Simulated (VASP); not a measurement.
Here is a VASP 6.6.1 calculation.

The input INCAR:

```
ALGO = Normal
EDIFF = 1E-7
EDIFFG = -0.01
ENCUT = 450
GGA = PE
GGA_COMPAT = F
IBRION = 2
ISIF = 2
ISMEAR = -1
LASPH = T
LCHARG = F
LREAL = F
LWAVE = F
NELM = 120
NELMIN = 4
NSW = 50
PREC = Accurate
SIGMA = 0.03
```

The input KPOINTS:

```
k-points
0
Gamma
  6 6 6
```

File POSCAR:

```
CsI
1.0
    4.6652120000      0.0000000000      0.0000000000
    0.0000000000      4.6652120000      0.0000000000
    0.0000000000      0.0000000000      4.6652120000
Cs I
1 1
Direct
    0.0000000000      0.0000000000      0.0000000000
    0.5000000000      0.5000000000      0.5000000000
```

Potentials or basis: VASP PAW PBE potentials, release 64 (Cs_sv, I).

Command:

```console
$ cat potpaw_PBE.64/Cs_sv/POTCAR potpaw_PBE.64/I/POTCAR > POTCAR
$ mpirun -np 1 vasp_std > vasp.out
```

Problem. Estimate the band gap on the k mesh.

Solution. 3.68 eV, indirect (least direct gap 3.77 eV).

Final structure:
```yaml
crystal:
  lattice:
    - [4.66521, 0.00000, 0.00000]
    - [0.00000, 4.66521, 0.00000]
    - [0.00000, 0.00000, 4.66521]
  atoms:
    - { symbol: Cs, position: [0.00000, 0.00000, 0.00000] }
    - { symbol: I, position: [0.50000, 0.50000, 0.50000] }
```

Caveat: the relaxation stopped at its first step, so nothing moved; spin-orbit coupling is left out, which moves the levels of the heavy elements. A k mesh can miss the band edges.
